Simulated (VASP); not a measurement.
# BN in VASP: single point with r2SCAN

Aim: the single point of BN with r2SCAN.

All numbers are computed with VASP 6.6.1; they aren't measurements. Logs are shortened: lines on timing, memory, paths and dates and some standing lists are left out, and cuts for length are marked.

**1. The cell of the first run**

The cell holds a wire or tube with vacuum around it, 2 atoms: a = 9.600 Å, b = 9.300 Å, c = 2.532 Å, α = 90.00°, β = 90.00°, γ = 90.00°.

**2. Single point, r2SCAN, collinear spin, ferromagnetic start**

Input file POSCAR:

```
BN
1.0
    9.6000000000      0.0000000000      0.0000000000
    0.0000000000      9.3000000000      0.0000000000
    0.0000000000      0.0000000000      2.5320835888
B N
1 1
Direct
    0.4670301616      0.5000000000      0.0000000000
    0.5329698384      0.5000000000      0.5000000000
```

Input file INCAR.step1:

```
PREC     = Accurate       # precision mode
ENCUT    = 520            # plane-wave cutoff, eV
ISMEAR   = 0              # smearing method
SIGMA    = 0.05           # smearing width, eV
LREAL    = False          # projectors in reciprocal space
LASPH    = True           # aspherical terms in the spheres
NELM     = 150            # most SCF steps
ISPIN    = 2              # spin polarisation
MAGMOM   = 0.5 0.5        # initial moments
NBANDS   = 15             # bands
GGA      = PE             # functional
ALGO     = Normal         # electronic algorithm
EDIFF    = 1E-4           # SCF threshold, eV
LWAVE    = True           # write WAVECAR
LCHARG   = False          # write CHGCAR
```

Input file INCAR.step2:

```
PREC     = Accurate       # precision mode
ENCUT    = 520            # plane-wave cutoff, eV
EDIFF    = 1E-7           # SCF threshold, eV
ISMEAR   = 0              # smearing method
SIGMA    = 0.05           # smearing width, eV
LREAL    = False          # projectors in reciprocal space
LASPH    = True           # aspherical terms in the spheres
NELM     = 150            # most SCF steps
ALGO     = Normal         # electronic algorithm
ISIF     = 2              # what is computed and relaxed
LWAVE    = False          # write WAVECAR
LCHARG   = False          # write CHGCAR
ISPIN    = 2              # spin polarisation
MAGMOM   = 0.5 0.5        # initial moments
LORBIT   = 11             # projections on sites
METAGGA  = R2SCAN         # meta-GGA
LMIXTAU  = True         
NBANDS   = 15             # bands
ISTART   = 1
```

Input file KPOINTS:

```
regular mesh
0
Gamma
  1 1 25
```

Potentials or basis: VASP PAW PBE potentials, release 64 (B, N).

Command:

```sh
$ cat potpaw_PBE.64/B/POTCAR potpaw_PBE.64/N/POTCAR > POTCAR
$ cp INCAR.step1 INCAR
$ mpirun -np 1 vasp_std > vasp.out
$ cp INCAR.step2 INCAR
$ mpirun -np 1 vasp_std > vasp.out
```

OUTCAR:

```text
PREC = Accurate
   ENCUT = 520
   EDIFF = 1E-7
   ISMEAR = 0
   LREAL = False
   LASPH = True
   NELM = 150
   ISIF = 2
   ISPIN = 2
   LORBIT = 11
   METAGGA = R2SCAN
   ISTART = 1

 ion  position               nearest neighbor table
   1  0.467  0.500  0.000-   2 1.42   2 1.42
   2  0.533  0.500  0.500-   1 1.42   1 1.42

  LATTYP: Found a simple orthorhombic cell.
 ALAT       =     2.5320835888
 B/A-ratio  =     3.6728645299
 C/A-ratio  =     3.7913440308

  Lattice vectors:

 A1 = (   0.0000000000,   0.0000000000,  -2.5320835888)
 A2 = (   0.0000000000,   9.3000000000,   0.0000000000)
 A3 = (   9.6000000000,   0.0000000000,   0.0000000000)

Analysis of symmetry for initial positions (statically):
=====================================================================
 Subroutine PRICEL returns:
 Original cell was already a primitive cell.

 Routine SETGRP: Setting up the symmetry group for a
 simple orthorhombic supercell.

 Subroutine GETGRP returns: Found  4 space group operations
 (whereof  4 operations were pure point group operations)
 out of a pool of  8 trial point group operations.

The static configuration has the point symmetry C_2v.

Analysis of symmetry for dynamics (positions and initial velocities):
=====================================================================
 Subroutine PRICEL returns:
 Original cell was already a primitive cell.

 Routine SETGRP: Setting up the symmetry group for a
 simple orthorhombic supercell.

 Subroutine GETGRP returns: Found  4 space group operations
 (whereof  4 operations were pure point group operations)
 out of a pool of  8 trial point group operations.

The dynamic configuration has the point symmetry C_2v.

Analysis of structural, dynamic, and magnetic symmetry:
=====================================================================
 Subroutine PRICEL returns:
 Original cell was already a primitive cell.

 Routine SETGRP: Setting up the symmetry group for a
 simple orthorhombic supercell.

 Subroutine GETGRP returns: Found  4 space group operations
 (whereof  4 operations were pure point group operations)
 out of a pool of  8 trial point group operations.

The overall configuration has the point symmetry C_2v.

 Subroutine INISYM returns: Found  4 space group operations
 (whereof  4 operations are pure point group operations),
 and found     1 'primitive' translations

----------------------------------------------------------------------------------------

                                     Primitive cell

  volume of cell :     226.0644

  direct lattice vectors                    reciprocal lattice vectors
     9.600000000  0.000000000  0.000000000     0.104166667  0.000000000  0.000000000
     0.000000000  9.300000000  0.000000000     0.000000000  0.107526882  0.000000000
     0.000000000  0.000000000  2.532083589     0.000000000  0.000000000  0.394931670

  length of vectors
     9.600000000  9.300000000  2.532083589     0.104166667  0.107526882  0.394931670

  position of ions in fractional coordinates (direct lattice)
     0.467030162  0.500000000  0.000000000
     0.532969838  0.500000000  0.500000000

  ion indices of the primitive-cell ions
   primitive index   ion index
                 1           1
                 2           2

----------------------------------------------------------------------------------------

 KPOINTS: regular mesh

Automatic generation of k-mesh.
 Grid dimensions read from file:
 generate k-points for:    1    1   25

 Generating k-lattice:

  Cartesian coordinates                     Fractional coordinates (reciprocal lattice)
     0.104166667  0.000000000  0.000000000     1.000000000  0.000000000  0.000000000
     0.000000000  0.107526882  0.000000000     0.000000000  1.000000000  0.000000000
     0.000000000  0.000000000  0.015797267     0.000000000  0.000000000  0.040000000

  Length of vectors
     0.104166667  0.107526882  0.015797267

  Shift w.r.t. Gamma in fractional coordinates (k-lattice)
     0.000000000  0.000000000  0.000000000

 Subroutine IBZKPT returns following result:
 ===========================================

 Found     13 irreducible k-points:

 Following reciprocal coordinates:
            Coordinates               Weight
  0.000000  0.000000  0.000000      1.000000
[... 28 lines left out ...]
   ENCUT  =  520.0 eV  38.22 Ry    6.18 a.u.  17.85 17.29  4.71*2*pi/ulx,y,z
   NELM   =    150;   NELMIN=  2; NELMDL=  0     # of ELM steps
   EDIFF  = 0.1E-06   stopping-criterion for ELM
   LREAL  =      F    real-space projection
   EDIFFG = 0.1E-05   stopping-criterion for IOM
   NSW    =      0    number of steps for IOM
   IBRION =     -1    ionic relax: 0-MD 1-quasi-New 2-CG
   NFREE  =      0    steps in history (QN), initial steepest desc. (CG)
   ISIF   =      2    stress and relaxation
   ISYM   =      2    0-nonsym 1-usesym 2-fastsym
   POTIM  = 0.5000    time-step for ionic-motion
   TEBEG  =    0.0;   TEEND  =   0.0 temperature during run
   PSTRESS=    0.0 pullay stress
   NELECT =       8.0000    total number of electrons
   NUPDOWN=      -1.0000    fix difference up-down
   EMIN   =  10.00;   EMAX   =-10.00  energy-range for DOS
   EFERMI =   0.00;   METHOD = LEGACY
   ISMEAR =     0;   SIGMA  =   0.05  broadening in eV -4-tet -1-fermi 0-gaus
   EFERMI_NEDOS =   21; number of points for ismear=-14 and -15
   IALGO  =     38    algorithm
   IMIX   =      4    mixing-type and parameters
     AMIX     =   0.40;   BMIX     =  1.00
     AMIX_MAG =   1.60;   BMIX_MAG =  1.00
  volume/ion in A,a.u.               =     113.03       762.78
  Fermi-wavevector in a.u.,A,eV,Ry     =   0.537478  1.015686  3.930487  0.288883
  Thomas-Fermi vector in A             =   1.563271
   LORBIT       =     11    0 simple, 1 ext, 2 COOP (PROOUT), +10 PAW based schemes
   METAGGA = R2SCAN    functional components
   LHFCALC =     F    Hartree Fock is set to
   AEXX    =    0.0000 exact exchange contribution
   IVDW    =     0    specifies the selected vdW correction
   LEPSILON=     F    determine dielectric tensor
   LRPA    =     F    only Hartree local field effects (RPA)
 spin polarized calculation
 Gauss-broadening in eV      SIGMA  =   0.05
  energy-cutoff  :      520.00
  volume of cell :      226.06
 maximum number of plane-waves:      6125
 NGX is ok and might be reduce to    70
   NGX = 35   NGY = 35   NGZ =  9

 number of electron       8.0000000 magnetization      -0.0000000

 number of electron       8.0000000 magnetization       0.0000000

 Free energy of the ion-electron system (eV)
  ---------------------------------------------------
  ext. energy  EPLUGINS =         0.00000000
  ---------------------------------------------------
  free energy    TOTEN  =       -16.02721703 eV

  energy without entropy =      -16.02721703  energy(sigma->0) =      -16.02721703

 E-fermi :  -5.0820     XC(G=0):  -1.5536

 val. band max:       -5.3960945380   @ k =   0.0000   0.0000   0.4800
 cond. band min:      -3.2977835335   @ k =   0.0000   0.0000   0.4800
 fundamental gap:      2.0983110045
 Fermi energy:        -5.0820456540

 spin component 1

 k-point     1 :       0.0000    0.0000    0.0000
  band No.  band energies     occupation
      1     -21.8709      1.00000
      2      -9.3551      1.00000
      3      -9.3517      1.00000
      4      -8.7640      1.00000
      5      -2.3704      0.00000
      6       0.8423      0.00000
      7       1.1718      0.00000
      8       1.7193      0.00000
      9       2.1234      0.00000
     10       2.6218      0.00000
     11       3.0802      0.00000
     12       3.6863      0.00000
     13       3.9030      0.00000
     14       4.6541      0.00000
[... 202 lines left out ...]
      1     -20.4257      1.00000
      2     -13.7216      1.00000
      3      -6.8777      1.00000
      4      -5.3961      1.00000
      5      -3.2978      0.00000
      6      -1.1678      0.00000
      7       4.8866      0.00000
      8       6.1696      0.00000
      9       7.0589      0.00000
     10       7.1444      0.00000
     11       7.2530      0.00000
     12       7.4756      0.00000
     13       8.0798      0.00000
     14       8.1375      0.00000
     15       8.3667      0.00000
 Fermi energy:        -5.0820456540

 spin component 2

 k-point     1 :       0.0000    0.0000    0.0000
  band No.  band energies     occupation
      1     -21.8709      1.00000
      2      -9.3551      1.00000
      3      -9.3517      1.00000
      4      -8.7640      1.00000
      5      -2.3704      0.00000
      6       0.8423      0.00000
      7       1.1718      0.00000
      8       1.7195      0.00000
      9       2.1233      0.00000
     10       2.6218      0.00000
     11       3.0805      0.00000
     12       3.6864      0.00000
     13       3.9031      0.00000
     14       4.6539      0.00000
[... 203 lines left out ...]
      2     -13.7216      1.00000
      3      -6.8777      1.00000
      4      -5.3961      1.00000
      5      -3.2978      0.00000
      6      -1.1678      0.00000
      7       4.8867      0.00000
      8       6.1696      0.00000
      9       7.0592      0.00000
     10       7.1444      0.00000
     11       7.2531      0.00000
     12       7.4754      0.00000
     13       8.0801      0.00000
     14       8.1375      0.00000
     15       8.3668      0.00000

------------------------ aborting loop because EDIFF is reached ----------------------------------------

  FORCE on cell =-STRESS in cart. coord.  units (eV):
  Direction    XX          YY          ZZ          XY          YZ          ZX
  --------------------------------------------------------------------------------------
  -------------------------------------------------------------------------------------
  Total       -3.9431819     -0.0209623     -3.2273825      0.0000000      0.0000000      0.0000000
  in kB      -27.9463551     -0.1485655    -22.8732990      0.0000000      0.0000000      0.0000000
  external PRESSURE =     -16.9894065 kB  Pullay stress =       0.0000000 kB

 VOLUME and BASIS-vectors are now :
 -----------------------------------------------------------------------------
  energy-cutoff  :      520.00
  volume of cell :      226.06
      direct lattice vectors                 reciprocal lattice vectors
     9.600000000  0.000000000  0.000000000     0.104166667  0.000000000  0.000000000
     0.000000000  9.300000000  0.000000000     0.000000000  0.107526882  0.000000000
     0.000000000  0.000000000  2.532083589     0.000000000  0.000000000  0.394931670

 POSITION                                       TOTAL-FORCE (eV/Angst)
 -----------------------------------------------------------------------------------
      4.48349      4.65000      0.00000         6.146424      0.000000      0.000000
      5.11651      4.65000      1.26604        -6.146424      0.000000      0.000000
 -----------------------------------------------------------------------------------
    total drift:                                0.000306     -0.000000     -0.000005

  FREE ENERGIE OF THE ION-ELECTRON SYSTEM (eV)
  ---------------------------------------------------
  free  energy   TOTEN  =       -16.0272170307 eV

  energy  without entropy=      -16.0272170307  energy(sigma->0) =      -16.02721703

 total charge

# of ion       s       p       d       tot
------------------------------------------
    1        0.756   1.159   0.000   1.916
    2        1.286   2.539   0.000   3.825
--------------------------------------------------
tot          2.043   3.698   0.000   5.741

 magnetization (x)

# of ion       s       p       d       tot
------------------------------------------
    1        0.000   0.000   0.000   0.000
    2       -0.000  -0.000   0.000  -0.000
--------------------------------------------------
tot         -0.000  -0.000   0.000  -0.000
```

Wall time 4 min (1 thread of Intel Xeon 6975P-C (Granite Rapids), shared host); peak memory 0.46 GiB.

What came out:

| Property | Result |
| --- | --- |
| Free energy | -16.0272 eV |
| Largest force | 6.146 eV/Å |
| Band gap on the k mesh | 2.10 eV |
| Net moment | 0.00 μB per cell |
| Valence electrons inside the program's atomic spheres | B 1.92; N 3.83 |

Forces on the atoms (eV/Å):
```
B    6.146  0.000  0.000
N   -6.146  0.000  0.000
```

Caveat: the PAW data sets were made with another functional, which shifts forces and pressure a little.
